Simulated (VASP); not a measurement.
# BeTe (rocksalt type) (Fm-3m) in VASP: further runs

BeTe (rocksalt type) is run at these levels: PBE; tasks: single point.

Everything below comes from runs of VASP 6.6.1. Logs are shortened: lines on timing, memory, paths and dates and some standing lists are left out, and cuts for length are marked.

## Step 1: The cell of the first run

Symmetry: Fm-3m, No. 225, cubic system. The conventional cell has a = 5.288 Å, b = 5.288 Å, c = 5.288 Å, α = 90.00°, β = 90.00°, γ = 90.00°. Be (site symmetry m-3m) has 6 Te at 2.64 Å within 3.5 Å. Within 3.5 Å of Te (site symmetry m-3m) lie 6 Be at 2.64 Å.

## Step 2: Single point, PBE (volume scaled by 0.96)

The input, INCAR:

```
SYSTEM = BeTe
ALGO = Normal
EDIFF = 1E-6
ENCUT = 520
GGA = PE
ISIF = 2
ISMEAR = -1
LASPH = .TRUE.
LCHARG = .FALSE.
LREAL = .FALSE.
LWAVE = .FALSE.
NBANDS = 11
NELM = 80
PREC = Accurate
SIGMA = 0.05
```

The input, KPOINTS:

```
k-points
0
G
  13 13 13
  0 0 0
```

The input, POSCAR:

```
BeTe
1.0
    0.0000000000      2.6438378004      2.6438378004
    2.6438378004      0.0000000000      2.6438378004
    2.6438378004      2.6438378004      0.0000000000
Be Te
1 1
Direct
    0.0000000000      0.0000000000      0.0000000000
    0.5000000000      0.5000000000      0.5000000000
```

Potentials or basis: VASP PAW PBE potentials, release 64 (Be, Te).

Run with:

```bash
$ cat potpaw_PBE.64/Be/POTCAR potpaw_PBE.64/Te/POTCAR > POTCAR
$ mpirun -np 1 vasp_std > vasp.out
```

OUTCAR:

```text
SYSTEM = BeTe
   EDIFF = 1E-6
   ENCUT = 520
   GGA = PE
   ISIF = 2
   ISMEAR = -1
   LASPH = .TRUE.
   LREAL = .FALSE.
   NELM = 80
   PREC = Accurate

 ion  position               nearest neighbor table
   1  0.000  0.000  0.000-   2 2.64   2 2.64   2 2.64   2 2.64   2 2.64   2 2.64
   2  0.500  0.500  0.500-   1 2.64   1 2.64   1 2.64   1 2.64   1 2.64   1 2.64

  LATTYP: Found a face centered cubic cell.
 ALAT       =     5.2876756008

  Lattice vectors:

 A1 = (   0.0000000000,   2.6438378004,   2.6438378004)
 A2 = (   2.6438378004,   0.0000000000,   2.6438378004)
 A3 = (   2.6438378004,   2.6438378004,   0.0000000000)

Analysis of symmetry for initial positions (statically):
=====================================================================
 Subroutine PRICEL returns:
 Original cell was already a primitive cell.

 Routine SETGRP: Setting up the symmetry group for a
 face centered cubic supercell.

 Subroutine GETGRP returns: Found 48 space group operations
 (whereof 48 operations were pure point group operations)
 out of a pool of 48 trial point group operations.

The static configuration has the point symmetry O_h .

Analysis of symmetry for dynamics (positions and initial velocities):
=====================================================================
 Subroutine PRICEL returns:
 Original cell was already a primitive cell.

 Routine SETGRP: Setting up the symmetry group for a
 face centered cubic supercell.

 Subroutine GETGRP returns: Found 48 space group operations
 (whereof 48 operations were pure point group operations)
 out of a pool of 48 trial point group operations.

The dynamic configuration has the point symmetry O_h .

 Subroutine INISYM returns: Found 48 space group operations
 (whereof 48 operations are pure point group operations),
 and found     1 'primitive' translations

----------------------------------------------------------------------------------------

                                     Primitive cell

  volume of cell :      36.9602

  direct lattice vectors                    reciprocal lattice vectors
     0.000000000  2.643837800  2.643837800    -0.189119015  0.189119015  0.189119015
     2.643837800  0.000000000  2.643837800     0.189119015 -0.189119015  0.189119015
     2.643837800  2.643837800  0.000000000     0.189119015  0.189119015 -0.189119015

  length of vectors
     3.738951274  3.738951274  3.738951274     0.327563742  0.327563742  0.327563742

  position of ions in fractional coordinates (direct lattice)
     0.000000000  0.000000000  0.000000000
     0.500000000  0.500000000  0.500000000

  ion indices of the primitive-cell ions
   primitive index   ion index
                 1           1
                 2           2

----------------------------------------------------------------------------------------

 KPOINTS: k-points

Automatic generation of k-mesh.
 Grid dimensions read from file:
 generate k-points for:   13   13   13

 Generating k-lattice:

  Cartesian coordinates                     Fractional coordinates (reciprocal lattice)
    -0.014547617  0.014547617  0.014547617     0.076923077  0.000000000  0.000000000
     0.014547617 -0.014547617  0.014547617     0.000000000  0.076923077  0.000000000
     0.014547617  0.014547617 -0.014547617     0.000000000  0.000000000  0.076923077

  Length of vectors
     0.025197211  0.025197211  0.025197211

  Shift w.r.t. Gamma in fractional coordinates (k-lattice)
     0.000000000  0.000000000  0.000000000

 Subroutine IBZKPT returns following result:
 ===========================================

 Found     84 irreducible k-points:

 Following reciprocal coordinates:
            Coordinates               Weight
  0.000000  0.000000  0.000000      1.000000
  0.076923  0.000000  0.000000      8.000000
  0.153846  0.000000  0.000000      8.000000
  0.230769  0.000000  0.000000      8.000000
  0.307692  0.000000  0.000000      8.000000
  0.384615  0.000000  0.000000      8.000000
[... 16 lines left out ...]
  0.384615  0.153846  0.000000     24.000000
  0.461538  0.153846  0.000000     24.000000
 [... further k-points ...]
   k-points           NKPTS =     84   k-points in BZ     NKDIM =     84   number of bands    NBANDS=     11
   number of dos      NEDOS =    301   number of ions     NIONS =      2
   total plane-waves  NPLWV =  21952
   dimension x,y,z NGX =    28 NGY =   28 NGZ =   28
   dimension x,y,z NGXF=    56 NGYF=   56 NGZF=   56
   ions per type =               1   1
   NGX,Y,Z   is equivalent  to a cutoff of  12.45, 12.45, 12.45 a.u.
   NGXF,Y,Z  is equivalent  to a cutoff of  24.90, 24.90, 24.90 a.u.
 SYSTEM =  BeTe
   PREC   = accura    normal or accurate (medium, high low for compatibility)
   ISTART =      0    job   : 0-new  1-cont  2-samecut
   ICHARG =      2    charge: 1-file 2-atom 10-const
   ISPIN  =      1    spin polarized calculation?
   LNONCOLLINEAR =      F non collinear calculations
   LSORBIT =      F    spin-orbit coupling
   LASPH  =      T    aspherical Exc in radial PAW
   ENCUT  =  520.0 eV  38.22 Ry    6.18 a.u.   6.95  6.95  6.95*2*pi/ulx,y,z
   NELM   =     80;   NELMIN=  2; NELMDL= -5     # of ELM steps
   EDIFF  = 0.1E-05   stopping-criterion for ELM
   LREAL  =      F    real-space projection
   EDIFFG = 0.1E-04   stopping-criterion for IOM
   NSW    =      0    number of steps for IOM
   IBRION =     -1    ionic relax: 0-MD 1-quasi-New 2-CG
   NFREE  =      0    steps in history (QN), initial steepest desc. (CG)
   ISIF   =      2    stress and relaxation
   ISYM   =      2    0-nonsym 1-usesym 2-fastsym
   POTIM  = 0.5000    time-step for ionic-motion
   TEBEG  =    0.0;   TEEND  =   0.0 temperature during run
   PSTRESS=    0.0 pullay stress
   NELECT =       8.0000    total number of electrons
   NUPDOWN=      -1.0000    fix difference up-down
   EMIN   =  10.00;   EMAX   =-10.00  energy-range for DOS
   EFERMI =   0.00;   METHOD = LEGACY
   ISMEAR =    -1;   SIGMA  =   0.05  broadening in eV -4-tet -1-fermi 0-gaus
   EFERMI_NEDOS =   21; number of points for ismear=-14 and -15
   IALGO  =     38    algorithm
   IMIX   =      4    mixing-type and parameters
     AMIX     =   0.40;   BMIX     =  1.00
     AMIX_MAG =   1.60;   BMIX_MAG =  1.00
  volume/ion in A,a.u.               =      18.48       124.71
  Fermi-wavevector in a.u.,A,eV,Ry     =   0.982939  1.857486 13.145536  0.966170
  Thomas-Fermi vector in A             =   2.114060
   LORBIT       =      0    0 simple, 1 ext, 2 COOP (PROOUT), +10 PAW based schemes
   GGA     = PE    functional components
   LHFCALC =     F    Hartree Fock is set to
   AEXX    =    0.0000 exact exchange contribution
   IVDW    =     0    specifies the selected vdW correction
   LEPSILON=     F    determine dielectric tensor
   LRPA    =     F    only Hartree local field effects (RPA)
 non-spin polarized calculation
  energy-cutoff  :      520.00
  volume of cell :       36.96
 maximum number of plane-waves:      1010
   NGX = 13   NGY = 13   NGZ = 13

 number of electron       8.0000000 magnetization

 Free energy of the ion-electron system (eV)
  ---------------------------------------------------
  ext. energy  EPLUGINS =         0.00000000
  ---------------------------------------------------
  free energy    TOTEN  =        -6.59150669 eV

  energy without entropy =       -6.58707215  energy(sigma->0) =       -6.58928942

 E-fermi :   7.7621     XC(G=0): -10.1268

 val. band max:        7.7618231183   @ k =   0.3846   0.3077   0.0000
 cond. band min:       7.8194072370   @ k =   0.4615   0.3846   0.0769
 fundamental gap:      0.0575841187
 Fermi energy:         7.7620653649

 k-point     1 :       0.0000    0.0000    0.0000
  band No.  band energies     occupation
      1      -5.8972      2.00000
      2       7.5073      1.98783
      3       7.5073      1.98783
      4       7.5073      1.98783
      5      11.2343      0.00000
      6      14.1813      0.00000
      7      14.1813      0.00000
      8      14.1813      0.00000
      9      14.6154      0.00000
     10      14.6154      0.00000
     11      14.6154      0.00000

 k-point     2 :       0.0769    0.0000    0.0000
  band No.  band energies     occupation
      1      -5.8197      2.00000
      2       6.8561      2.00000
      3       7.4901      1.99136
      4       7.4901      1.99136
      5      11.5580      0.00000
      6      13.7093      0.00000
      7      13.7093      0.00000
      8      14.1269      0.00000
      9      14.4829      0.00000
     10      14.8020      0.00000
     11      14.8020      0.00000

 k-point     3 :       0.1538    0.0000    0.0000
  band No.  band energies     occupation
      1      -5.5907      2.00000
      2       5.5026      2.00000
      3       7.4521      1.99595
      4       7.4521      1.99595
      5      11.7680      0.00000
      6      12.7775      0.00000
      7      12.7775      0.00000
      8      14.0581      0.00000
      9      14.7201      0.00000
     10      15.3399      0.00000
     11      15.3399      0.00000

 k-point     4 :       0.2308    0.0000    0.0000
  band No.  band energies     occupation
      1      -5.2239      2.00000
      2       4.0190      2.00000
      3       7.4235      1.99771
      4       7.4235      1.99771
      5      11.5360      0.00000
      6      11.8279      0.00000
      7      11.8279      0.00000
      8      13.8758      0.00000
      9      15.6900      0.00000
     10      16.1904      0.00000
     11      16.1904      0.00000

 k-point     5 :       0.3077    0.0000    0.0000
  band No.  band energies     occupation
      1      -4.7518      2.00000
      2       2.6325      2.00000
      3       7.4287      1.99746
      4       7.4287      1.99746
      5      11.0100      0.00000
      6      11.0100      0.00000
      7      11.2156      0.00000
      8      13.6869      0.00000
      9      16.9482      0.00000
     10      17.3090      0.00000
     11      17.3090      0.00000
[... 211 lines left out ...]
 k-point    21 :       0.2308    0.1538    0.0000
  band No.  band energies     occupation
      1      -5.2126      2.00000
      2       5.0231      2.00000
      3       6.3145      2.00000
      4       6.6621      2.00000
      5      10.0021      0.00000
      6      12.7514      0.00000
      7      13.6203      0.00000
      8      14.3229      0.00000
      9      14.8132      0.00000
     10      17.2879      0.00000
     11      17.3294      0.00000

 k-point    22 :       0.3077    0.1538    0.0000
  band No.  band energies     occupation
      1      -4.8125      2.00000
      2       3.6642      2.00000
      3       6.1501      2.00000
      4       6.5595      2.00000
      5       9.4602      0.00000
      6      12.9292      0.00000
      7      13.5714      0.00000
      8      13.7649      0.00000
      9      15.0098      0.00000
     10      18.3627      0.00000
     11      18.4417      0.00000

 k-point    23 :       0.3846    0.1538    0.0000
  band No.  band energies     occupation
      1      -4.3306      2.00000
      2       2.4188      2.00000
      3       6.1335      2.00000
      4       6.2080      2.00000
      5       9.2440      0.00000
      6      12.7691      0.00000
      7      13.0414      0.00000
      8      14.1698      0.00000
      9      15.2473      0.00000
     10      19.5804      0.00000
     11      19.7326      0.00000

 k-point    24 :       0.4615    0.1538    0.0000
  band No.  band energies     occupation
      1      -3.8680      2.00000
      2       1.4588      2.00000
      3       5.7756      2.00000
      4       6.2725      2.00000
      5       9.2647      0.00000
      6      12.0423      0.00000
      7      12.9874      0.00000
      8      14.6048      0.00000
      9      15.9847      0.00000
     10      20.4913      0.00000
     11      21.0666      0.00000

 [... further k-points ...]
[... 5 lines left out ...]
  --------------------------------------------------------------------------------------
  -------------------------------------------------------------------------------------
  Total        0.7067244      0.7067244      0.7067244      0.0000000     -0.0000000      0.0000000
  in kB       30.6355884     30.6355884     30.6355884      0.0000000     -0.0000000      0.0000000
  external PRESSURE =      30.6355884 kB  Pullay stress =       0.0000000 kB

 VOLUME and BASIS-vectors are now :
 -----------------------------------------------------------------------------
  energy-cutoff  :      520.00
  volume of cell :       36.96
      direct lattice vectors                 reciprocal lattice vectors
     0.000000000  2.643837800  2.643837800    -0.189119015  0.189119015  0.189119015
     2.643837800  0.000000000  2.643837800     0.189119015 -0.189119015  0.189119015
     2.643837800  2.643837800  0.000000000     0.189119015  0.189119015 -0.189119015

 POSITION                                       TOTAL-FORCE (eV/Angst)
 -----------------------------------------------------------------------------------
      0.00000      0.00000      0.00000         0.000000     -0.000000      0.000000
      2.64384      2.64384      2.64384        -0.000000      0.000000     -0.000000
 -----------------------------------------------------------------------------------
    total drift:                                0.000000      0.000000      0.000000

  FREE ENERGIE OF THE ION-ELECTRON SYSTEM (eV)
  ---------------------------------------------------
  free  energy   TOTEN  =        -6.5915066916 eV

  energy  without entropy=       -6.5870721507  energy(sigma->0) =       -6.58928942
```

Run time: 14 s. Hardware: 1 thread of AMD EPYC 9R45 (Zen 5), shared host; peak memory 0.15 GiB.

What came out:

- Free energy: -6.5915 eV
- Pressure: 3.1 GPa
- Band gap on the k mesh: zero (band 4 reaches 8.10 eV, above the bottom of band 5 at 6.89 eV)

Caveat: spin-orbit coupling is left out, which moves the levels of the heavy elements.

## Step 3: Single point, PBE (volume scaled by 0.98)

The input, INCAR:

```
SYSTEM = BeTe
ALGO     = Normal         ! electronic algorithm
EDIFF    = 1E-6           ! SCF threshold, eV
ENCUT    = 520            ! plane-wave cutoff, eV
GGA      = PE             ! functional
ISIF     = 2              ! what is computed and relaxed
ISMEAR   = -1             ! smearing method
LASPH    = .True.         ! aspherical terms in the spheres
LCHARG   = .False.        ! write CHGCAR
LREAL    = .False.        ! projectors in reciprocal space
LWAVE    = .False.        ! write WAVECAR
NBANDS   = 11             ! bands
NELM     = 60             ! most SCF steps
PREC     = Accurate       ! precision mode
SIGMA    = 0.05           ! smearing width, eV
```

The input, KPOINTS:

```
k-points
0
Gamma
  13 13 13
  0 0 0
```

The input, POSCAR:

```
BeTe
1.0
    0.0000000000      2.6620717408      2.6620717408
    2.6620717408      0.0000000000      2.6620717408
    2.6620717408      2.6620717408      0.0000000000
Be Te
1 1
Direct
    0.0000000000      0.0000000000      0.0000000000
    0.5000000000      0.5000000000      0.5000000000
```

Potentials or basis: VASP PAW PBE potentials, release 64 (Be, Te).

Run with:

```bash
$ cat potpaw_PBE.64/Be/POTCAR potpaw_PBE.64/Te/POTCAR > POTCAR
$ mpirun -np 1 vasp_std > vasp.out
```

Run time: 15 s. Hardware: 1 thread of AMD EPYC 9R45 (Zen 5), shared host; peak memory 0.15 GiB.

It converged, with:

| Item | Value |
| --- | --- |
| Free energy | -6.6024 eV |
| Pressure | 1.5 GPa |
| Band gap on the k mesh | zero (band 4 reaches 7.81 eV, above the bottom of band 5 at 6.62 eV) |

Levels at points of the mesh, in eV from the Fermi level:
| k point | band 2 | band 3 | band 4 | band 5 | band 6 | band 7 |
| --- | --- | --- | --- | --- | --- | --- |
| (0.00, 0.00, 0.00) | -0.25 | -0.25 | -0.25 | 3.27 | 6.36 | 6.36 |

Caveat: spin-orbit coupling is left out, which moves the levels of the heavy elements.
